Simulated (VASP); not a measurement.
Write the native input for VASP 6.6.1 that does the following.

```yaml
Task: single point
Functional: r2SCAN
Potentials_or_basis: VASP PAW PBE potentials, release 64 (Pt)
Cutoff: 520 eV
k_mesh: 24 × 24 × 24
Occupations: gaussian, width 0.15 eV
Spin: no spin polarisation
Dipole_correction: no
Further_INCAR_settings: ALGO = Normal; EDIFF = 1e-07; NBANDS = 11
```

The system is Pt.

```xyz
1
Lattice="0.0000 2.1978 1.5538 2.1978 0.0000 1.5538 2.1978 2.1978 0.0000" Properties=species:S:1:pos:R:3 pbc="T T T"
Pt    0.0000    0.0000    0.0000
```

This cell differs from its parent crystal: ratio of the length along z to the lengths across it x 0.707, volume and fractional coordinates fixed.

These files were run (other wordings do the same):

POSCAR

```
Pt
1.0
    0.0000000000      2.1977790799      1.5538298095
    2.1977790799      0.0000000000      1.5538298095
    2.1977790799      2.1977790799      0.0000000000
Pt
1
Direct
    0.0000000000      0.0000000000      0.0000000000
```

INCAR.step1

```
ALGO = Normal
EDIFF = 1E-4
ENCUT = 520
GGA = PE
ISMEAR = 0
LASPH = True
LCHARG = False
LREAL = False
LWAVE = True
NBANDS = 11
NELM = 100
PREC = Accurate
SIGMA = 0.15
```

INCAR.step2

```
ALGO = Normal
EDIFF = 1E-7
ENCUT = 520
ISIF = 2
ISMEAR = 0
ISTART = 1
LASPH = True
LCHARG = False
LMIXTAU = True
LREAL = False
LWAVE = False
METAGGA = R2SCAN
NBANDS = 11
NELM = 100
PREC = Accurate
SIGMA = 0.15
```

KPOINTS

```
k-points
0
Gamma
  24 24 24
```

Potentials or basis: VASP PAW PBE potentials, release 64 (Pt).

Run with:

```console
$ cat potpaw_PBE.64/Pt/POTCAR > POTCAR
$ cp INCAR.step1 INCAR
$ mpirun -np 1 vasp_std > vasp.out
$ cp INCAR.step2 INCAR
$ mpirun -np 1 vasp_std > vasp.out
```

It gave:

```
Pressure               : 9.5 GPa
Band gap on the k mesh : zero (band 5 reaches 12.06 eV, above the bottom of band 6 at 9.52 eV)
```

Caveat: the PAW data sets were made with another functional, which shifts forces and pressure a little; spin-orbit coupling is left out, which moves the levels of the heavy elements.

Wall time 5 min on 1 thread of Intel(R) Xeon(R) Platinum 8559C (Emerald Rapids), on a shared host, peak memory 0.29 GiB.
